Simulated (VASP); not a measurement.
Runs of VASP 6.6.1 on CsI. The structure is that of space group Pm-3m (No. 221), or close to it. The cells are those of the table. 

```tsv
task	level	spin	cell	k mesh	cutoff (eV)	smearing	grid for exact exchange (PRECFOCK)	share of exact exchange	screening parameter	gap on the mesh (eV)	pressure (GPa)
single point	r2SCANh	off	a = 4.608 Å, 2 atoms	4 × 4 × 4	440	gaussian 0.01 eV	Normal	0.1	-	5.04	0.0
single point	HSE06	off	a = 4.608 Å, 2 atoms	4 × 4 × 4	400	gaussian 0.01 eV	Normal	0.25	0.2079 1/Å	(a)	0.2
single point	PBE	non-collinear, zero start, SOC	a = 4.608 Å, 2 atoms	6 × 6 × 6	500	gaussian 0.01 eV	-	-	-	-	0.4
single point	PBE0	off	a = 4.608 Å, 2 atoms	4 × 4 × 4	400	gaussian 0.01 eV	Normal	0.25	-	(b)	0.1
relaxation of cell and atoms	r2SCAN	off	relaxed from a = 4.666 Å, 2 atoms	6 × 6 × 6	550	fermi-dirac 0.02 eV	-	-	-	4.48	0.0
```

Alike in all rows: potentials or basis VASP PAW PBE potentials, release 64 (Cs_sv, I).

Problem. Fill in the values left out.

Solution. (a) 4.78; (b) 5.47.

Caveats: the PAW data sets were made with another functional, which shifts forces and pressure a little (at least some runs); spin-orbit coupling is left out, which moves the levels of the heavy elements (at least some runs).

A k mesh can miss the band edges, and rows without SOC leave out spin-orbit coupling on Cs, I.
